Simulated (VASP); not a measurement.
Runs of VASP 6.6.1 on W. The structure is that of space group Fm-3m (No. 225), or close to it. The cells are those of the table. 

| cell | gap on the mesh (eV) | pressure (GPa) |
| --- | --- | --- |
| a = 2.871, b = 2.871, c = 2.828 Å, angles 60.5, 60.5, 59.0°, 1 atom | none | (b) |
| a = 2.871, b = 2.871, c = 2.914 Å, angles 59.5, 59.5, 61.0°, 1 atom | none | (a) |
| a = 2.914 Å, angles 60.0°, 1 atom | none | -22.3 |
| a = 2.806, b = 2.806, c = 2.785 Å, angles 60.3, 60.3, 59.5°, 1 atom | none | 10.3 |
| a = 2.914, b = 2.914, c = 2.957 Å, angles 59.5, 59.5, 61.0°, 1 atom | none | -25.3 |

Alike in all rows: task single point; level PBEsol; potentials or basis VASP PAW PBE potentials, release 64 (W_sv); no spin polarisation; k mesh 20 × 20 × 20; cutoff (eV) 520; smearing gaussian 0.15 eV.

Q: Fill in the values left out.

A: (a) -15.7; (b) -8.2.

Caveats: the PAW data sets were made with another functional, which shifts forces and pressure a little; spin-orbit coupling is left out, which moves the levels of the heavy elements; the cell stands under tension (at least some runs); the cell stands under pressure (at least some runs).

A k mesh can miss the band edges, and the runs leave out spin-orbit coupling on W.

A gap of «none» marks levels without a gap at the run's occupations.
